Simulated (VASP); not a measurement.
# W (Im-3m) in VASP: further runs

W is run at these levels: PBE; tasks: single point, relaxation of volume and atoms at fixed shape.

All numbers are computed with VASP 6.6.1; they aren't measurements. Logs are shortened: lines on timing, memory, paths and dates and some standing lists are left out, and cuts for length are marked.

**1. The cell of the first run**

Symmetry: Im-3m, No. 229, cubic system. Conventional cell: a = 3.187 Å, b = 3.187 Å, c = 3.187 Å, α = 90.00°, β = 90.00°, γ = 90.00°. Within 3.6 Å of W (site symmetry m-3m) lie 14 W at 2.76 to 3.19 Å.

**2. Single point, PBE**

The input, INCAR:

```
PREC     = Accurate       # precision mode
ENCUT    = 500            # plane-wave cutoff, eV
EDIFF    = 1E-6           # SCF threshold, eV
ISMEAR   = 1              # smearing method
SIGMA    = 0.05           # smearing width, eV
LREAL    = F              # projectors in reciprocal space
LASPH    = T              # aspherical terms in the spheres
NELM     = 120            # most SCF steps
ALGO     = Normal         # electronic algorithm
ISIF     = 2              # what is computed and relaxed
LWAVE    = F              # write WAVECAR
LCHARG   = T              # write CHGCAR
GGA      = PE             # functional
LELF     = T              # ELF
LVHAR    = T            
NBANDS   = 21             # bands
GGA_COMPAT= F
```

The input, KPOINTS:

```
Automatic mesh
0
Gamma
  7 7 7
```

The input, POSCAR:

```
W
1.0
    3.1866643997      0.0000000000      0.0000000000
    0.0000000000      3.1866643997      0.0000000000
    0.0000000000      0.0000000000      3.1866643997
W
2
Direct
    0.0000000000      0.0000000000      0.0000000000
    0.5000000000      0.5000000000      0.5000000000
```

Potentials or basis: VASP PAW PBE potentials, release 64 (W_sv).

On the command line:

```bash
cat potpaw_PBE.64/W_sv/POTCAR > POTCAR
mpirun -np 1 vasp_std > vasp.out
```

OUTCAR:

```text
PREC = Accurate
   ENCUT = 500
   EDIFF = 1E-6
   ISMEAR = 1
   LREAL = F
   LASPH = T
   NELM = 120
   ISIF = 2
   GGA = PE

 ion  position               nearest neighbor table
   1  0.000  0.000  0.000-   2 2.76   2 2.76   2 2.76   2 2.76   2 2.76   2 2.76   2 2.76   2 2.76

   2  0.500  0.500  0.500-   1 2.76   1 2.76   1 2.76   1 2.76   1 2.76   1 2.76   1 2.76   1 2.76

  LATTYP: Found a simple cubic cell.
 ALAT       =     3.1866643997

  Lattice vectors:

 A1 = (   3.1866643997,   0.0000000000,   0.0000000000)
 A2 = (   0.0000000000,   3.1866643997,   0.0000000000)
 A3 = (   0.0000000000,   0.0000000000,   3.1866643997)

Analysis of symmetry for initial positions (statically):
=====================================================================
 Subroutine PRICEL returns following result:

  LATTYP: Found a body centered cubic cell.
 ALAT       =     3.1866643997

  Lattice vectors:

 A1 = (   1.5933321999,   1.5933321999,  -1.5933321998)
 A2 = (  -1.5933321999,   1.5933321998,   1.5933321998)
 A3 = (   1.5933321999,  -1.5933321998,   1.5933321999)

   2 primitive cells build up your supercell.

 Routine SETGRP: Setting up the symmetry group for a
 simple cubic supercell.

 Subroutine GETGRP returns: Found 48 space group operations
 (whereof 48 operations were pure point group operations)
 out of a pool of 48 trial point group operations.

The static configuration has the point symmetry O_h .

Analysis of symmetry for dynamics (positions and initial velocities):
=====================================================================
 Subroutine PRICEL returns following result:

  LATTYP: Found a body centered cubic cell.
 ALAT       =     3.1866643997

  Lattice vectors:

 A1 = (   1.5933321999,   1.5933321999,  -1.5933321998)
 A2 = (  -1.5933321999,   1.5933321998,   1.5933321998)
 A3 = (   1.5933321999,  -1.5933321998,   1.5933321999)

   2 primitive cells build up your supercell.

 Routine SETGRP: Setting up the symmetry group for a
 simple cubic supercell.

 Subroutine GETGRP returns: Found 48 space group operations
 (whereof 48 operations were pure point group operations)
 out of a pool of 48 trial point group operations.

The dynamic configuration has the point symmetry O_h .

 Subroutine INISYM returns: Found 48 space group operations
 (whereof 48 operations are pure point group operations),
 and found     2 'primitive' translations

----------------------------------------------------------------------------------------

                                     Primitive cell

  volume of cell :      16.1800

  direct lattice vectors                    reciprocal lattice vectors
     1.593332200  1.593332200 -1.593332200     0.313807755  0.313807755  0.000000000
    -1.593332200  1.593332200  1.593332200    -0.000000000  0.313807755  0.313807755
     1.593332200 -1.593332200  1.593332200     0.313807755  0.000000000  0.313807755

  length of vectors
     2.759732323  2.759732323  2.759732323     0.443791183  0.443791183  0.443791183

  position of ions in fractional coordinates (direct lattice)
     0.000000000  0.000000000  0.000000000

  ion indices of the primitive-cell ions
   primitive index   ion index
                 1           1

----------------------------------------------------------------------------------------

 KPOINTS: Automatic mesh

Automatic generation of k-mesh.
 Grid dimensions read from file:
 generate k-points for:    7    7    7

 Generating k-lattice:

  Cartesian coordinates                     Fractional coordinates (reciprocal lattice)
     0.044829679  0.000000000  0.000000000     0.142857143  0.000000000  0.000000000
     0.000000000  0.044829679  0.000000000     0.000000000  0.142857143  0.000000000
     0.000000000  0.000000000  0.044829679     0.000000000  0.000000000  0.142857143

  Length of vectors
     0.044829679  0.044829679  0.044829679

  Shift w.r.t. Gamma in fractional coordinates (k-lattice)
     0.000000000  0.000000000  0.000000000

 Subroutine IBZKPT returns following result:
 ===========================================

 Found     20 irreducible k-points:

 Following reciprocal coordinates:
            Coordinates               Weight
  0.000000  0.000000  0.000000      1.000000
  0.142857  0.000000  0.000000      6.000000
  0.285714  0.000000  0.000000      6.000000
  0.428571  0.000000  0.000000      6.000000
  0.142857  0.142857  0.000000     12.000000
  0.285714  0.142857  0.000000     24.000000
[... 12 lines left out ...]
  0.428571  0.428571  0.285714     24.000000
  0.428571  0.428571  0.428571      8.000000
   k-points           NKPTS =     20   k-points in BZ     NKDIM =     20   number of bands    NBANDS=     21
   number of dos      NEDOS =    301   number of ions     NIONS =      2
   total plane-waves  NPLWV =  13824
   dimension x,y,z NGX =    24 NGY =   24 NGZ =   24
   dimension x,y,z NGXF=    48 NGYF=   48 NGZF=   48
   ions per type =               2
   NGX,Y,Z   is equivalent  to a cutoff of  12.52, 12.52, 12.52 a.u.
   NGXF,Y,Z  is equivalent  to a cutoff of  25.04, 25.04, 25.04 a.u.
 SYSTEM =  unknown system
   PREC   = accura    normal or accurate (medium, high low for compatibility)
   ISTART =      0    job   : 0-new  1-cont  2-samecut
   ICHARG =      2    charge: 1-file 2-atom 10-const
   ISPIN  =      1    spin polarized calculation?
   LNONCOLLINEAR =      F non collinear calculations
   LSORBIT =      F    spin-orbit coupling
   LASPH  =      T    aspherical Exc in radial PAW
   ENCUT  =  500.0 eV  36.75 Ry    6.06 a.u.   5.81  5.81  5.81*2*pi/ulx,y,z
   NELM   =    120;   NELMIN=  2; NELMDL= -5     # of ELM steps
   EDIFF  = 0.1E-05   stopping-criterion for ELM
   LREAL  =      F    real-space projection
   EDIFFG = 0.1E-04   stopping-criterion for IOM
   NSW    =      0    number of steps for IOM
   IBRION =     -1    ionic relax: 0-MD 1-quasi-New 2-CG
   NFREE  =      0    steps in history (QN), initial steepest desc. (CG)
   ISIF   =      2    stress and relaxation
   ISYM   =      2    0-nonsym 1-usesym 2-fastsym
   POTIM  = 0.5000    time-step for ionic-motion
   TEBEG  =    0.0;   TEEND  =   0.0 temperature during run
   PSTRESS=    0.0 pullay stress
   NELECT =      28.0000    total number of electrons
   NUPDOWN=      -1.0000    fix difference up-down
   EMIN   =  10.00;   EMAX   =-10.00  energy-range for DOS
   EFERMI =   0.00;   METHOD = LEGACY
   ISMEAR =     1;   SIGMA  =   0.05  broadening in eV -4-tet -1-fermi 0-gaus
   EFERMI_NEDOS =   21; number of points for ismear=-14 and -15
   IALGO  =     38    algorithm
   IMIX   =      4    mixing-type and parameters
     AMIX     =   0.40;   BMIX     =  1.00
     AMIX_MAG =   1.60;   BMIX_MAG =  1.00
  volume/ion in A,a.u.               =      16.18       109.19
  Fermi-wavevector in a.u.,A,eV,Ry     =   1.560000  2.947972 33.111125  2.433599
  Thomas-Fermi vector in A             =   2.663276
   LORBIT       =      0    0 simple, 1 ext, 2 COOP (PROOUT), +10 PAW based schemes
   GGA     = PE    functional components
   LHFCALC =     F    Hartree Fock is set to
   AEXX    =    0.0000 exact exchange contribution
   IVDW    =     0    specifies the selected vdW correction
   LEPSILON=     F    determine dielectric tensor
   LRPA    =     F    only Hartree local field effects (RPA)
 non-spin polarized calculation
 Methfessel and Paxton  Order N= 1 SIGMA  =   0.05
  energy-cutoff  :      500.00
  volume of cell :       32.36
 maximum number of plane-waves:       830
 NGX is ok and might be reduce to    24
   NGX = 11   NGY = 11   NGZ = 11

 number of electron      27.9999993 magnetization

 Free energy of the ion-electron system (eV)
  ---------------------------------------------------
  ext. energy  EPLUGINS =         0.00000000
  ---------------------------------------------------
  free energy    TOTEN  =       -25.87280040 eV

  energy without entropy =      -25.87248866  energy(sigma->0) =      -25.87269648

 E-fermi :  11.1586     XC(G=0): -13.5289

 val. band max:       11.1561051100   @ k =   0.2857   0.2857   0.0000
 cond. band min:      11.2975968927   @ k =   0.4286   0.1429   0.0000
 fundamental gap:      0.1414917827
 Fermi energy:        11.1585650864

 k-point     1 :       0.0000    0.0000    0.0000
  band No.  band energies     occupation
      1     -63.0876      2.00000
      2     -62.8740      2.00000
      3     -27.5207      2.00000
      4     -27.5207      2.00000
      5     -27.5207      2.00000
      6     -26.6765      2.00000
[... 13 lines left out ...]
     20      19.2299      0.00000
     21      19.2299      0.00000

 k-point     2 :       0.1429    0.0000    0.0000
  band No.  band energies     occupation
      1     -63.0758      2.00000
      2     -62.8832      2.00000
      3     -27.5198      2.00000
      4     -27.4778      2.00000
      5     -27.4778      2.00000
      6     -26.7628      2.00000
[... 13 lines left out ...]
     20      17.7917      0.00000
     21      21.3577      0.00000

 k-point     3 :       0.2857    0.0000    0.0000
  band No.  band energies     occupation
      1     -63.0431      2.00000
      2     -62.9097      2.00000
      3     -27.4952      2.00000
      4     -27.3580      2.00000
      5     -27.3580      2.00000
      6     -26.9767      2.00000
[... 13 lines left out ...]
     20      15.5675      0.00000
     21      24.8990      0.00000
[... 361 lines left out ...]
 k-point    19 :       0.4286    0.4286    0.2857
  band No.  band energies     occupation
      1     -62.9645      2.00000
      2     -62.9579      2.00000
      3     -27.6571      2.00000
      4     -27.6403      2.00000
      5     -27.2769      2.00000
      6     -27.1458      2.00000
[... 13 lines left out ...]
     20      19.4097      0.00000
     21      20.2319      0.00000

 k-point    20 :       0.4286    0.4286    0.4286
  band No.  band energies     occupation
      1     -62.9597      2.00000
      2     -62.9573      2.00000
      3     -27.5191      2.00000
      4     -27.4044      2.00000
      5     -27.4044      2.00000
      6     -27.1417      2.00000
[... 13 lines left out ...]
     20      18.4530      0.00000
     21      21.3456      0.00000

------------------------ aborting loop because EDIFF is reached ----------------------------------------

  FORCE on cell =-STRESS in cart. coord.  units (eV):
  Direction    XX          YY          ZZ          XY          YZ          ZX
  --------------------------------------------------------------------------------------
  -------------------------------------------------------------------------------------
  Total        0.0875275      0.0875275      0.0875275     -0.0000000      0.0000000     -0.0000000
  in kB        4.3335735      4.3335735      4.3335735     -0.0000000      0.0000000     -0.0000000
  external PRESSURE =       4.3335735 kB  Pullay stress =       0.0000000 kB

 VOLUME and BASIS-vectors are now :
 -----------------------------------------------------------------------------
  energy-cutoff  :      500.00
  volume of cell :       32.36
      direct lattice vectors                 reciprocal lattice vectors
     3.186664400  0.000000000  0.000000000     0.313807755  0.000000000  0.000000000
     0.000000000  3.186664400  0.000000000     0.000000000  0.313807755  0.000000000
     0.000000000  0.000000000  3.186664400     0.000000000  0.000000000  0.313807755

 POSITION                                       TOTAL-FORCE (eV/Angst)
 -----------------------------------------------------------------------------------
      0.00000      0.00000      0.00000         0.000000      0.000000      0.000000
      1.59333      1.59333      1.59333        -0.000000     -0.000000     -0.000000
 -----------------------------------------------------------------------------------
    total drift:                                0.000000      0.000000     -0.000000

  FREE ENERGIE OF THE ION-ELECTRON SYSTEM (eV)
  ---------------------------------------------------
  free  energy   TOTEN  =       -25.8728003970 eV

  energy  without entropy=      -25.8724886598  energy(sigma->0) =      -25.87269648
```

It took 6.2 s on 1 thread of Intel Xeon Platinum 8559C (Emerald Rapids), shared host; peak memory 0.14 GiB.

Results:

```yaml
Free_energy: -25.8728 eV
Pressure: 0.4 GPa
Band_gap_on_the_k_mesh: zero (band 14 reaches 11.30 eV, above the bottom of band 15 at 11.05 eV)
```

Caveat: spin-orbit coupling is left out, which moves the levels of the heavy elements.

**3. Relaxation of volume and atoms at fixed shape, PBE**

This run uses another cell than the first one, of 15.78 Å³/atom, 0.975 times its volume.

The input, INCAR:

```
PREC = Accurate
ENCUT = 500
EDIFF = 1E-7
ISMEAR = 1
SIGMA = 0.05
LREAL = F
LASPH = T
NELM = 120
ALGO = Normal
ISIF = 8
LWAVE = F
LCHARG = F
GGA = PE
IBRION = 2
NSW = 80
EDIFFG = -0.02
GGA_COMPAT = F
NELMIN = 4
```

KPOINTS is that of step 2.

The input, POSCAR:

```
W
1.0
    3.1600000000      0.0000000000      0.0000000000
    0.0000000000      3.1600000000      0.0000000000
    0.0000000000      0.0000000000      3.1600000000
W
2
Direct
    0.0000000000      0.0000000000      0.0000000000
    0.5000000000      0.5000000000      0.5000000000
```

Potentials or basis: VASP PAW PBE potentials, release 64 (W_sv).

On the command line:

```bash
cat potpaw_PBE.64/W_sv/POTCAR > POTCAR
mpirun -np 1 vasp_std > vasp.out
```

OUTCAR:

```text
PREC = Accurate
   ENCUT = 500
   EDIFF = 1E-7
   ISMEAR = 1
   LREAL = F
   LASPH = T
   NELM = 120
   ISIF = 8
   GGA = PE
   IBRION = 2
   NSW = 80
   EDIFFG = -0.02
   NELMIN = 4

 ion  position               nearest neighbor table
   1  0.000  0.000  0.000-   2 2.74   2 2.74   2 2.74   2 2.74   2 2.74   2 2.74   2 2.74   2 2.74

   2  0.500  0.500  0.500-   1 2.74   1 2.74   1 2.74   1 2.74   1 2.74   1 2.74   1 2.74   1 2.74

  LATTYP: Found a simple cubic cell.
 ALAT       =     3.1600000000

  Lattice vectors:

 A1 = (   3.1600000000,   0.0000000000,   0.0000000000)
 A2 = (   0.0000000000,   3.1600000000,   0.0000000000)
 A3 = (   0.0000000000,   0.0000000000,   3.1600000000)

Analysis of symmetry for initial positions (statically):
=====================================================================
 Subroutine PRICEL returns following result:

  LATTYP: Found a body centered cubic cell.
 ALAT       =     3.1600000000

  Lattice vectors:

 A1 = (   1.5800000000,   1.5800000000,  -1.5800000000)
 A2 = (  -1.5800000000,   1.5800000000,   1.5800000000)
 A3 = (   1.5800000000,  -1.5800000000,   1.5800000000)
[... 178 lines left out ...]

------------------------ aborting loop because EDIFF is reached ----------------------------------------

  FORCE on cell =-STRESS in cart. coord.  units (eV):
  Direction    XX          YY          ZZ          XY          YZ          ZX
  --------------------------------------------------------------------------------------
  -------------------------------------------------------------------------------------
  Total        1.6828876      1.6828876      1.6828876     -0.0000000      0.0000000     -0.0000000
  in kB       85.4485021     85.4485021     85.4485021     -0.0000000      0.0000000     -0.0000000
  external PRESSURE =      85.4485021 kB  Pullay stress =       0.0000000 kB
[... 23 lines left out ...]
--------------------------------------- Ionic step        2  -------------------------------------------

 number of electron      28.0000014 magnetization

 E-fermi :   9.8799     XC(G=0): -13.0056

 val. band max:        9.8726775953   @ k =   0.2857   0.2857   0.0000
 cond. band min:       9.9949674518   @ k =   0.2857   0.1429   0.0000
 fundamental gap:      0.1222898565
 Fermi energy:         9.8799017519

 k-point     1 :       0.0000    0.0000    0.0000
  band No.  band energies     occupation
      1     -64.5150      2.00000
      2     -64.3747      2.00000
      3     -28.8358      2.00000
      4     -28.8358      2.00000
      5     -28.8358      2.00000
      6     -28.2129      2.00000
[... 480 lines left out ...]
--------------------------------------- Ionic step        4  -------------------------------------------

 number of electron      27.9999993 magnetization

 Free energy of the ion-electron system (eV)
  ---------------------------------------------------
  ext. energy  EPLUGINS =         0.00000000
  ---------------------------------------------------
  free energy    TOTEN  =       -25.87229062 eV

  energy without entropy =      -25.87197177  energy(sigma->0) =      -25.87218434

 E-fermi :  11.1386     XC(G=0): -13.5209

 val. band max:       11.1362379018   @ k =   0.2857   0.2857   0.0000
 cond. band min:      11.2777208458   @ k =   0.4286   0.1429   0.0000
 fundamental gap:      0.1414829440
 Fermi energy:        11.1386465735

 k-point     1 :       0.0000    0.0000    0.0000
  band No.  band energies     occupation
      1     -63.1095      2.00000
      2     -62.8972      2.00000
      3     -27.5407      2.00000
      4     -27.5407      2.00000
      5     -27.5407      2.00000
      6     -26.7003      2.00000
[... 438 lines left out ...]
  FREE ENERGIE OF THE ION-ELECTRON SYSTEM (eV)
  ---------------------------------------------------
  free  energy   TOTEN  =       -25.8722906248 eV

  energy  without entropy=      -25.8719717720  energy(sigma->0) =      -25.87218434

 reached required accuracy - stopping structural energy minimisation
```

OSZICAR:

```text
N       E                     dE             d eps       ncg     rms          rms(c)
DAV:   1     0.257249050251E+03    0.25725E+03   -0.15919E+04   728   0.177E+03
DAV:   2    -0.186737301695E+02   -0.27592E+03   -0.27122E+03   822   0.500E+02
DAV:   3    -0.269567730869E+02   -0.82830E+01   -0.79708E+01   848   0.789E+01
[... 38 lines left out ...]
DAV:   2    -0.258723194286E+02    0.15720E-03   -0.31563E-04   742   0.190E-01    0.440E-02
DAV:   3    -0.258722884149E+02    0.31014E-04   -0.11780E-04   826   0.108E-01    0.330E-02
DAV:   4    -0.258722912743E+02   -0.28594E-05   -0.29438E-06   730   0.189E-02    0.112E-02
DAV:   5    -0.258722906888E+02    0.58555E-06   -0.22515E-06   820   0.158E-02    0.207E-04
DAV:   6    -0.258722906248E+02    0.63951E-07   -0.32530E-08   368   0.207E-03
   4 F= -.25872291E+02 E0= -.25872184E+02  d E =-.223726E-01
```

CONTCAR:

```text
W
   1.00000000000000
     3.1881659452982256    0.0000000000000000    0.0000000000000000
     0.0000000000000000    3.1881659452982256    0.0000000000000000
     0.0000000000000000    0.0000000000000000    3.1881659452982256
  W
     2
Direct
     0.0000000000000000    0.0000000000000000    0.0000000000000000
     0.5000000000000000    0.5000000000000000    0.5000000000000000

  0.00000000E+00  0.00000000E+00  0.00000000E+00
  0.00000000E+00  0.00000000E+00  0.00000000E+00
```

It took 17 s on 1 thread of Intel Xeon Platinum 8559C (Emerald Rapids), shared host; peak memory 0.14 GiB.

Results:

```
Free energy                            : -25.8723 eV
Relaxed volume                         : 16.20 Å³/atom
Relaxed cell                           : a = 3.188 Å, b = 3.188 Å, c = 3.188 Å, α = 90.00°, β = 90.00°, γ = 90.00°
Space group after relaxing (to 0.05 Å) : Im-3m (No. 229)
Energy gained by relaxing              : 11.2 meV/atom
Ionic steps                            : 4
Pressure after relaxing                : 0.0 GPa
Band gap on the k mesh                 : zero (band 14 reaches 11.28 eV, above the bottom of band 15 at 11.03 eV)
```

The path:
| step | energy change (eV) | largest force (eV/Å) | pressure (GPa) | volume (Å³) |
| --- | --- | --- | --- | --- |
| 1 | 0.0000 | 0.0000 | 8.54 | 31.55 |
| 2 | 0.2277 | 0.0000 | -23.34 | 35.56 |
| 3 | -0.0223 | 0.0000 | -0.27 | 32.43 |
| 4 | -0.0224 | 0.0000 | 0.00 | 32.41 |

Final structure:
```
W
1.0
     3.18817    0.00000    0.00000
     0.00000    3.18817    0.00000
     0.00000    0.00000    3.18817
W
2
Cartesian
  0.0000 0.0000 0.0000
  1.5941 1.5941 1.5941
```

Levels at points of the mesh, in eV from the Fermi level:
```
           k point  band 11  band 12  band 13  band 14  band 15  band 16  band 17  band 18
(0.00, 0.00, 0.00)    -5.67    -1.21    -1.21    -1.21     2.19     2.19     4.98     4.98
```

Caveat: spin-orbit coupling is left out, which moves the levels of the heavy elements.
